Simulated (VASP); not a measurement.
Here is a VASP 6.6.1 calculation.

The input INCAR:

```
SYSTEM = MoSe
  PREC = Accurate
  ENCUT = 520
  EDIFF = 1E-6
  ISMEAR = 0
  SIGMA = 0.05
  LREAL = .False.
  LASPH = .True.
  NELM = 150
  ALGO = Normal
  ISIF = 2
  LWAVE = .False.
  LCHARG = .False.
  ISPIN = 2
  MAGMOM = 3 0
  LORBIT = 11
  LMAXMIX = 4
  GGA = PE
  NBANDS = 21
```

Contents of KPOINTS:

```
Automatic mesh
0
Gamma
  12 12 12
  0 0 0
```

File POSCAR:

```
MoSe
1.0
    0.0000000000      2.6700000000      2.6700000000
    2.6700000000      0.0000000000      2.6700000000
    2.6700000000      2.6700000000      0.0000000000
Mo Se
1 1
Direct
    0.5000000000      0.5000000000      0.5000000000
    0.0000000000      0.0000000000      0.0000000000
```

Potentials or basis: VASP PAW PBE potentials, release 64 (Mo_sv, Se).

The run is started by

```console
$ cat potpaw_PBE.64/Mo_sv/POTCAR potpaw_PBE.64/Se/POTCAR > POTCAR
$ mpirun -np 1 vasp_std > vasp.out
```

Problem. Estimate the site moments.

Solution. Mo +2.25; Se +0.01 μB.

Problem. What does it give for the net moment?

Solution. 2.56 μB per cell.

Problem. What does it give for the pressure?

Solution. 0.8 GPa.
